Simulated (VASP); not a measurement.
# HgTe (R3m) in VASP: notebook

Runs on HgTe. Level: PBEsol. Tasks: single point.

All numbers are computed with VASP 6.6.1; they aren't measurements. Logs are shortened: lines on timing, memory, paths and dates and some standing lists are left out, and cuts for length are marked.

## (1) The cell of the first run

The structure is trigonal, space group R3m (No. 160). The conventional cell has a = 4.626 Å, b = 4.626 Å, c = 11.238 Å, α = 90.00°, β = 90.00°, γ = 120.00°. Within 3.7 Å of Te (site symmetry 3m) lie 4 Hg at 2.82 to 2.83 Å. Within 3.7 Å of Hg (site symmetry 3m) lie 4 Te at 2.82 to 2.83 Å.

## (2) Single point, PBEsol

Contents of INCAR:

```
SYSTEM = HgTe
ALGO = Normal
EDIFF = 1E-6
ENCUT = 500
GGA = PS
GGA_COMPAT = .False.
ISIF = 2
ISMEAR = 0
LASPH = .True.
LCHARG = .False.
LREAL = .False.
LWAVE = .False.
NBANDS = 16
NELM = 120
PREC = Accurate
SIGMA = 0.1
```

Contents of KPOINTS:

```
k-points
0
Gamma
  9 9 9
  0 0 0
```

Contents of POSCAR:

```
HgTe
1.0
    4.6255804171      0.0000000000      0.0000000000
   -2.3127902085      4.0058701484      0.0000000000
    2.3127902085      1.3352900495      3.7459338233
Te Hg
1 1
Direct
    0.0013884390      0.5006942195      0.4979173414
    0.4986115610      0.2493057805      0.2520826586
```

Potentials or basis: VASP PAW PBE potentials, release 64 (Te, Hg).

Launch:

```sh
> cat potpaw_PBE.64/Te/POTCAR potpaw_PBE.64/Hg/POTCAR > POTCAR
> mpirun -np 1 vasp_std > vasp.out
```

OUTCAR:

```text
SYSTEM = HgTe
   EDIFF = 1E-6
   ENCUT = 500
   GGA = PS
   ISIF = 2
   ISMEAR = 0
   LASPH = .True.
   LREAL = .False.
   NELM = 120
   PREC = Accurate

 ion  position               nearest neighbor table
   1  0.001  0.501  0.498-   2 2.82   2 2.82   2 2.82   2 2.83
   2  0.499  0.249  0.252-   1 2.82   1 2.82   1 2.82   1 2.83

  LATTYP: Found a trigonal (rhomboedric) cell.
 ALAT       =     4.6004367482
 COS(alpha) =     0.4945195681

  Lattice vectors:

 A1 = (  -2.3127902086,   1.3352900495,   3.7459338233)
 A2 = (  -0.0000000001,  -2.6705800989,   3.7459338233)
 A3 = (   2.3127902085,   1.3352900495,   3.7459338233)

Analysis of symmetry for initial positions (statically):
=====================================================================
 Subroutine PRICEL returns:
 Original cell was already a primitive cell.

 Routine SETGRP: Setting up the symmetry group for a
 trigonal (rhombohedral) supercell.

 Subroutine GETGRP returns: Found  6 space group operations
 (whereof  6 operations were pure point group operations)
 out of a pool of 12 trial point group operations.

The static configuration has the point symmetry C_3v.

Analysis of symmetry for dynamics (positions and initial velocities):
=====================================================================
 Subroutine PRICEL returns:
 Original cell was already a primitive cell.

 Routine SETGRP: Setting up the symmetry group for a
 trigonal (rhombohedral) supercell.

 Subroutine GETGRP returns: Found  6 space group operations
 (whereof  6 operations were pure point group operations)
 out of a pool of 12 trial point group operations.

The dynamic configuration has the point symmetry C_3v.

 Subroutine INISYM returns: Found  6 space group operations
 (whereof  6 operations are pure point group operations),
 and found     1 'primitive' translations

----------------------------------------------------------------------------------------

                                     Primitive cell

  volume of cell :      69.4102

  direct lattice vectors                    reciprocal lattice vectors
     4.625580417  0.000000000  0.000000000     0.216189085  0.124816827 -0.177970754
    -2.312790209  4.005870148  0.000000000     0.000000000  0.249633653 -0.088985377
     2.312790209  1.335290049  3.745933823     0.000000000  0.000000000  0.266956131

  length of vectors
     4.625580417  4.625580417  4.600436748     0.306578783  0.265019543  0.266956131

  position of ions in fractional coordinates (direct lattice)
     0.001388439  0.500694219  0.497917341
     0.498611561  0.249305781  0.252082659

  ion indices of the primitive-cell ions
   primitive index   ion index
                 1           1
                 2           2

----------------------------------------------------------------------------------------

 KPOINTS: k-points

Automatic generation of k-mesh.
 Grid dimensions read from file:
 generate k-points for:    9    9    9

 Generating k-lattice:

  Cartesian coordinates                     Fractional coordinates (reciprocal lattice)
     0.024021009  0.013868536 -0.019774528     0.111111111  0.000000000  0.000000000
     0.000000000  0.027737073 -0.009887264     0.000000000  0.111111111  0.000000000
     0.000000000  0.000000000  0.029661792     0.000000000  0.000000000  0.111111111

  Length of vectors
     0.034064309  0.029446616  0.029661792

  Shift w.r.t. Gamma in fractional coordinates (k-lattice)
     0.000000000  0.000000000  0.000000000

 Subroutine IBZKPT returns following result:
 ===========================================

 Found     85 irreducible k-points:

 Following reciprocal coordinates:
            Coordinates               Weight
  0.000000  0.000000  0.000000      1.000000
  0.111111  0.000000  0.000000      6.000000
  0.222222  0.000000  0.000000      6.000000
  0.333333  0.000000  0.000000      6.000000
  0.444444  0.000000  0.000000      6.000000
  0.000000  0.111111  0.000000      6.000000
[... 16 lines left out ...]
  0.222222  0.444444  0.000000     12.000000
 -0.333333  0.444444  0.000000     12.000000
 [... further k-points ...]
   k-points           NKPTS =     85   k-points in BZ     NKDIM =     85   number of bands    NBANDS=     16
   number of dos      NEDOS =    301   number of ions     NIONS =      2
   total plane-waves  NPLWV =  46656
   dimension x,y,z NGX =    36 NGY =   36 NGZ =   36
   dimension x,y,z NGXF=    72 NGYF=   72 NGZF=   72
   ions per type =               1   1
   NGX,Y,Z   is equivalent  to a cutoff of  12.94, 12.94, 13.01 a.u.
   NGXF,Y,Z  is equivalent  to a cutoff of  25.88, 25.88, 26.02 a.u.
 SYSTEM =  HgTe
   PREC   = accura    normal or accurate (medium, high low for compatibility)
   ISTART =      0    job   : 0-new  1-cont  2-samecut
   ICHARG =      2    charge: 1-file 2-atom 10-const
   ISPIN  =      1    spin polarized calculation?
   LNONCOLLINEAR =      F non collinear calculations
   LSORBIT =      F    spin-orbit coupling
   LASPH  =      T    aspherical Exc in radial PAW
   ENCUT  =  500.0 eV  36.75 Ry    6.06 a.u.   8.43  8.43  8.39*2*pi/ulx,y,z
   NELM   =    120;   NELMIN=  2; NELMDL= -5     # of ELM steps
   EDIFF  = 0.1E-05   stopping-criterion for ELM
   LREAL  =      F    real-space projection
   EDIFFG = 0.1E-04   stopping-criterion for IOM
   NSW    =      0    number of steps for IOM
   IBRION =     -1    ionic relax: 0-MD 1-quasi-New 2-CG
   NFREE  =      0    steps in history (QN), initial steepest desc. (CG)
   ISIF   =      2    stress and relaxation
   ISYM   =      2    0-nonsym 1-usesym 2-fastsym
   POTIM  = 0.5000    time-step for ionic-motion
   TEBEG  =    0.0;   TEEND  =   0.0 temperature during run
   PSTRESS=    0.0 pullay stress
   NELECT =      18.0000    total number of electrons
   NUPDOWN=      -1.0000    fix difference up-down
   EMIN   =  10.00;   EMAX   =-10.00  energy-range for DOS
   EFERMI =   0.00;   METHOD = LEGACY
   ISMEAR =     0;   SIGMA  =   0.10  broadening in eV -4-tet -1-fermi 0-gaus
   EFERMI_NEDOS =   21; number of points for ismear=-14 and -15
   IALGO  =     38    algorithm
   IMIX   =      4    mixing-type and parameters
     AMIX     =   0.40;   BMIX     =  1.00
     AMIX_MAG =   1.60;   BMIX_MAG =  1.00
  volume/ion in A,a.u.               =      34.71       234.20
  Fermi-wavevector in a.u.,A,eV,Ry     =   1.043978  1.972832 14.828849  1.089890
  Thomas-Fermi vector in A             =   2.178711
   LORBIT       =      0    0 simple, 1 ext, 2 COOP (PROOUT), +10 PAW based schemes
   GGA     = PS    functional components
   LHFCALC =     F    Hartree Fock is set to
   AEXX    =    0.0000 exact exchange contribution
   IVDW    =     0    specifies the selected vdW correction
   LEPSILON=     F    determine dielectric tensor
   LRPA    =     F    only Hartree local field effects (RPA)
 non-spin polarized calculation
 Gauss-broadening in eV      SIGMA  =   0.10
  energy-cutoff  :      500.00
  volume of cell :       69.41
 maximum number of plane-waves:      1807
 NGX is ok and might be reduce to    36
   NGX = 17   NGY = 17   NGZ = 17

 number of electron      18.0000002 magnetization

 Free energy of the ion-electron system (eV)
  ---------------------------------------------------
  ext. energy  EPLUGINS =         0.00000000
  ---------------------------------------------------
  free energy    TOTEN  =        -4.37586604 eV

  energy without entropy =       -4.37560065  energy(sigma->0) =       -4.37573335

 E-fermi :   2.7056     XC(G=0):  -8.8118

 val. band max:        2.6892175765   @ k =   0.0000   0.0000   0.0000
 cond. band min:       3.1897955360   @ k =   0.0000   0.0000   0.1111
 fundamental gap:      0.5005779594
 Fermi energy:         2.7055671747

 k-point     1 :       0.0000    0.0000    0.0000
  band No.  band energies     occupation
      1      -9.1633      2.00000
      2      -4.5253      2.00000
      3      -4.5253      2.00000
      4      -4.5151      2.00000
      5      -4.0193      2.00000
      6      -4.0193      2.00000
[... 8 lines left out ...]
     15      12.1599      0.00000
     16      12.1599      0.00000

 k-point     2 :       0.1111    0.0000    0.0000
  band No.  band energies     occupation
      1      -9.0852      2.00000
      2      -4.5142      2.00000
      3      -4.4934      2.00000
      4      -4.4862      2.00000
      5      -4.0309      2.00000
      6      -4.0124      2.00000
[... 8 lines left out ...]
     15      10.5912      0.00000
     16      12.2247      0.00000

 k-point     3 :       0.2222    0.0000    0.0000
  band No.  band energies     occupation
      1      -8.8787      2.00000
      2      -4.4703      2.00000
      3      -4.4065      2.00000
      4      -4.4011      2.00000
      5      -4.0474      2.00000
      6      -3.9949      2.00000
[... 8 lines left out ...]
     15      12.0064      0.00000
     16      12.4095      0.00000

 k-point     4 :       0.3333    0.0000    0.0000
  band No.  band energies     occupation
      1      -8.6274      2.00000
      2      -4.3878      2.00000
      3      -4.2948      2.00000
      4      -4.2916      2.00000
      5      -3.9800      2.00000
      6      -3.9748      2.00000
[... 8 lines left out ...]
     15      12.6744      0.00000
     16      14.0652      0.00000

 k-point     5 :       0.4444    0.0000    0.0000
  band No.  band energies     occupation
      1      -8.4534      2.00000
      2      -4.3497      2.00000
      3      -4.2128      2.00000
      4      -4.2111      2.00000
      5      -3.9617      2.00000
      6      -3.6973      2.00000
[... 8 lines left out ...]
     15      12.9000      0.00000
     16      14.3005      0.00000

 k-point     6 :       0.0000    0.1111    0.0000
  band No.  band energies     occupation
      1      -9.1050      2.00000
      2      -4.5086      2.00000
      3      -4.5052      2.00000
      4      -4.4977      2.00000
      5      -4.0212      2.00000
      6      -4.0207      2.00000
[... 8 lines left out ...]
     15      11.4115      0.00000
     16      11.4430      0.00000

 k-point     7 :       0.1111    0.1111    0.0000
  band No.  band energies     occupation
      1      -8.9628      2.00000
      2      -4.4842      2.00000
      3      -4.4472      2.00000
      4      -4.4339      2.00000
      5      -4.0382      2.00000
      6      -4.0064      2.00000
[... 8 lines left out ...]
     15      11.0733      0.00000
     16      11.8827      0.00000

 k-point     8 :       0.2222    0.1111    0.0000
  band No.  band energies     occupation
      1      -8.7330      2.00000
      2      -4.4222      2.00000
      3      -4.3519      2.00000
      4      -4.3182      2.00000
      5      -4.0233      2.00000
      6      -3.9861      2.00000
[... 8 lines left out ...]
     15      12.5296      0.00000
     16      12.7098      0.00000

 k-point     9 :       0.3333    0.1111    0.0000
  band No.  band energies     occupation
      1      -8.5182      2.00000
      2      -4.3543      2.00000
      3      -4.2544      2.00000
      4      -4.2285      2.00000
      5      -3.9717      2.00000
      6      -3.8267      2.00000
[... 8 lines left out ...]
     15      13.0144      0.00000
     16      14.0792      0.00000
[... 172 lines left out ...]
 k-point    19 :       0.3333    0.3333    0.0000
  band No.  band energies     occupation
      1      -8.4799      2.00000
      2      -4.3477      2.00000
      3      -4.2897      2.00000
      4      -4.0785      2.00000
      5      -4.0106      2.00000
      6      -3.6125      2.00000
[... 8 lines left out ...]
     15      11.6622      0.00000
     16      14.2859      0.00000

 k-point    20 :      -0.2222    0.3333    0.0000
  band No.  band energies     occupation
      1      -8.8496      2.00000
      2      -4.4445      2.00000
      3      -4.4277      2.00000
      4      -4.3392      2.00000
      5      -4.0348      2.00000
      6      -4.0036      2.00000
[... 8 lines left out ...]
     15      10.9514      0.00000
     16      11.8699      0.00000

 k-point    21 :       0.0000    0.4444    0.0000
  band No.  band energies     occupation
      1      -8.6386      2.00000
      2      -4.4068      2.00000
      3      -4.4054      2.00000
      4      -4.0053      2.00000
      5      -3.9998      2.00000
      6      -3.8379      2.00000
[... 8 lines left out ...]
     15      12.3053      0.00000
     16      12.4300      0.00000

 k-point    22 :       0.1111    0.4444    0.0000
  band No.  band energies     occupation
      1      -8.5946      2.00000
      2      -4.3935      2.00000
      3      -4.3824      2.00000
      4      -4.0209      2.00000
      5      -4.0034      2.00000
      6      -3.7333      2.00000
[... 8 lines left out ...]
     15      12.1602      0.00000
     16      12.2795      0.00000

 k-point    23 :       0.2222    0.4444    0.0000
  band No.  band energies     occupation
      1      -8.5685      2.00000
      2      -4.3688      2.00000
      3      -4.3497      2.00000
      4      -4.0502      2.00000
      5      -4.0245      2.00000
      6      -3.8299      2.00000
[... 8 lines left out ...]
     15      11.2025      0.00000
     16      12.8296      0.00000

 k-point    24 :      -0.3333    0.4444    0.0000
  band No.  band energies     occupation
      1      -8.6812      2.00000
      2      -4.4047      2.00000
      3      -4.3996      2.00000
      4      -4.0913      2.00000
      5      -4.0230      2.00000
      6      -3.9737      2.00000
[... 8 lines left out ...]
     15      11.1778      0.00000
     16      12.6467      0.00000

 [... further k-points ...]

------------------------ aborting loop because EDIFF is reached ----------------------------------------

  FORCE on cell =-STRESS in cart. coord.  units (eV):
  Direction    XX          YY          ZZ          XY          YZ          ZX
  --------------------------------------------------------------------------------------
  -------------------------------------------------------------------------------------
  Total       -0.1110723     -0.1110723      0.0164177     -0.0000000      0.0000000     -0.0000000
  in kB       -2.5638529     -2.5638529      0.3789654     -0.0000000      0.0000000     -0.0000000
  external PRESSURE =      -1.5829135 kB  Pullay stress =       0.0000000 kB

 VOLUME and BASIS-vectors are now :
 -----------------------------------------------------------------------------
  energy-cutoff  :      500.00
  volume of cell :       69.41
      direct lattice vectors                 reciprocal lattice vectors
     4.625580417  0.000000000  0.000000000     0.216189085  0.124816827 -0.177970754
    -2.312790209  4.005870148  0.000000000     0.000000000  0.249633653 -0.088985377
     2.312790209  1.335290049  3.745933823     0.000000000  0.000000000  0.266956131

 POSITION                                       TOTAL-FORCE (eV/Angst)
 -----------------------------------------------------------------------------------
     -0.00000      2.67058      1.86517        -0.000000      0.000000      0.008291
      2.31279      1.33529      0.94428         0.000000     -0.000000     -0.008291
 -----------------------------------------------------------------------------------
    total drift:                               -0.000000      0.000000     -0.000175

  FREE ENERGIE OF THE ION-ELECTRON SYSTEM (eV)
  ---------------------------------------------------
  free  energy   TOTEN  =        -4.3758660378 eV

  energy  without entropy=       -4.3756006541  energy(sigma->0) =       -4.37573335
```

Run time: 2 min. Hardware: 1 thread of Intel Xeon 8259CL, shared host; peak memory 0.26 GiB.

Results:

```
Free energy            : -4.3759 eV
Pressure               : -0.2 GPa
Largest force          : 0.008 eV/Å
Band gap on the k mesh : 0.04 eV
```

Forces on the atoms (eV/Å):
```
Te   0.000  0.000  0.008
Hg   0.000  0.000 -0.008
```

Stress tensor (GPa, compression positive):
```
-0.26  0.00  0.00
 0.00 -0.26  0.00
 0.00  0.00  0.04
```

Caveat: the smearing spreads over this small gap; the PAW data sets were made with another functional, which shifts forces and pressure a little; spin-orbit coupling is left out, which moves the levels of the heavy elements.

(Part 1 of 2 ends here.)

The gap in the log of VASP goes by the Fermi energy; the results here count the filled bands.